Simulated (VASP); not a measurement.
ZnS (rocksalt type), 2 atoms in the cell. Symmetry: Fm-3m, No. 225, cubic system. The conventional cell has a = 4.851 Å, b = 4.851 Å, c = 4.851 Å, α = 90.00°, β = 90.00°, γ = 90.00°. Within 3.2 Å of Zn (site symmetry m-3m) lie 6 S at 2.43 Å. S (site symmetry m-3m) has 6 Zn at 2.43 Å within 3.2 Å.  This cell differs from its parent crystal: volume scaled by 0.88.

| Property | Result |
| --- | --- |
| Program | VASP 6.6.1 |
| Task | single point |
| Functional | r2SCAN |
| Potentials or basis | VASP PAW PBE potentials, release 64 (Zn, S) |
| Cutoff | 520 eV |
| k mesh | 16 × 16 × 16 |
| Occupations | fermi-dirac, width 0.08 eV |
| Spin | no spin polarisation |
| Dipole correction | no |
| Further INCAR settings | ALGO = Normal; EDIFF = 1e-06; NBANDS = 16 |

Potentials or basis: VASP PAW PBE potentials, release 64 (Zn, S).

Run with:

```bash
$ cat potpaw_PBE.64/Zn/POTCAR potpaw_PBE.64/S/POTCAR > POTCAR
$ cp INCAR.step1 INCAR
$ mpirun -np 1 vasp_std > vasp.out
$ cp INCAR.step2 INCAR
$ mpirun -np 1 vasp_std > vasp.out
```

Hardware: 1 thread of AMD EPYC 9R45 96-Core Processor (Zen 5) (shared host).

**Question.** How long does it take, and how much memory?

**Answer.** It took 3.8 min on 1 thread of AMD EPYC 9R45 96-Core Processor (Zen 5), on a shared host, peak memory 0.18 GiB. Counts: k points 145.
